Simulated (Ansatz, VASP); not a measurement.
# Two plane-wave programs on Fe

The input INCAR:

```
PREC = Accurate
ENCUT = 600
EDIFF = 1E-6
ISMEAR = -1
SIGMA = 0.05
LREAL = False
LASPH = True
NELM = 200
ALGO = Normal
ISIF = 2
LWAVE = False
LCHARG = False
ISPIN = 2
MAGMOM = 2.25 2.25
LORBIT = 11
NUPDOWN = 4.5
LMAXMIX = 4
GGA = PS
NBANDS = 27
GGA_COMPAT = False
```

Contents of KPOINTS:

```
Automatic mesh
0
Gamma
  10 10 6
```

The input POSCAR:

```
Fe
1.0
    2.4341575853      0.0000000000      0.0000000000
   -1.2170787927      2.1080423057      0.0000000000
    0.0000000000      0.0000000000      3.8419344700
Fe
2
Direct
    0.6666666667      0.3333333333      0.7500000000
    0.3333333333      0.6666666667      0.2500000000
```

The input input.yaml:

```yaml
crystal:
  lattice:
    - [2.4341575853, 0.0, 0.0]
    - [-1.2170787927, 2.1080423057, 0.0]
    - [0.0, 0.0, 3.84193447]
  atoms:
    - { symbol: Fe, position: [0.6666666667, 0.3333333333, 0.75], spin: 2.25 }
    - { symbol: Fe, position: [0.3333333333, 0.6666666667, 0.25], spin: 2.25 }
hamiltonian:
  xc: pbesol
  pseudopotentials: { kind: paw }
magnetization:
  spin_polarized: true
  initial_magnetization: 4.5
  spin_locking: { lock_magnetization: hard }
kpoints:
  mp_grid: { grid: [10, 10, 6] }
scf:
  occupations: { method: fermi_dirac, width: 0.05 }
  lower_state_search: "off"
output:
  forces: true
  stress: true
  eigenvalues: true
  write_density: true
  write_potential: true
  elf: true
  volumetric_format: npy
```

Alike in both runs: task single point; functional PBEsol; k mesh 10 × 10 × 6; occupations fermi-dirac, width 0.05 eV; collinear spin; fixed moment 4.5 μB.

|  | VASP | Ansatz |
| --- | --- | --- |
| version | VASP 6.6.1 | Ansatz 0.2.0 |
| potentials or method | VASP PAW PBE potentials, release 64 (Fe_sv) | Ansatz PAW |
| plane-wave cutoff (eV) | 600 | 420 |
| valence electrons in the cell | 32 | 32 |

```tsv
	VASP	Ansatz	Ansatz less VASP
net moment per atom (μB)	2.25	2.25	0.000
size of the moment on the site where the two differ most (μB)	2.17	2.22	+0.045
```

VASP's potentials were made for PBE, not for PBEsol. Site moments also hang on the region over which each program counts them. The functional is the same, so the differences come from potentials, cutoffs and numerics.
